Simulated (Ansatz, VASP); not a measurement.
One calculation of InP, two programs

File INCAR:

```
SYSTEM = InP
PREC = Accurate ; ENCUT = 520
EDIFF = 1E-7 ; ISMEAR = -1
SIGMA = 0.05 ; LREAL = .False.
LASPH = .True. ; NELM = 100
ALGO = Normal ; ISIF = 2
LWAVE = .False. ; LCHARG = .False.
NBANDS = 16
```

The input KPOINTS:

```
regular mesh
0
Gamma
  8 8 8
  0 0 0
```

Contents of POSCAR:

```
InP
1.0
    0.0000000000      2.9879753761      2.9879753761
    2.9879753761      0.0000000000      2.9879753761
    2.9879753761      2.9879753761      0.0000000000
In P
1 1
Direct
    0.0000000000      0.0000000000      0.0000000000
    0.7500000000      0.7500000000      0.7500000000
```

File input.yaml:

```yaml
crystal:
  lattice:
    - [0.0, 2.9879753761, 2.9879753761]
    - [2.9879753761, 0.0, 2.9879753761]
    - [2.9879753761, 2.9879753761, 0.0]
  atoms:
    - { symbol: In, position: [0.0, 0.0, 0.0] }
    - { symbol: P, position: [0.75, 0.75, 0.75] }
kpoints:
  mp_grid: { grid: [8, 8, 8] }
scf:
  occupations: { method: fermi_dirac, width: 0.05 }
hamiltonian:
  xc: lda
  pseudopotentials: { kind: all_electron, lapw: { basis_error: 0.001 } }
output:
  forces: true
  stress: true
  eigenvalues: true
```

Change from the starting cell: volume scaled by 1.06.

Alike in both runs: task single point; functional LDA; k mesh 8 × 8 × 8; occupations fermi-dirac, width 0.05 eV; no spin polarisation.

```csv
,VASP,Ansatz
version,VASP 6.6.1,Ansatz 0.2.0
potentials or method,"VASP PAW LDA potentials, release 64 (In_d, P), cutoff 520 eV","all-electron LAPW, scalar-relativistic"
```

|  | VASP | Ansatz | Ansatz less VASP |
| --- | --- | --- | --- |
| gap on the k mesh at the Fermi level (eV) | 0.19 | 0.16 | -0.031 |
| least direct gap on the mesh (eV) | 0.19 | 0.16 | -0.031 |
| pressure (GPa) | -4.5 | -4.5 | +0.01 |

LDA's correlation is that of Perdew and Zunger in VASP and of Perdew and Wang (1992) in Ansatz. Ansatz ran all-electron here, and VASP with PAW potentials.
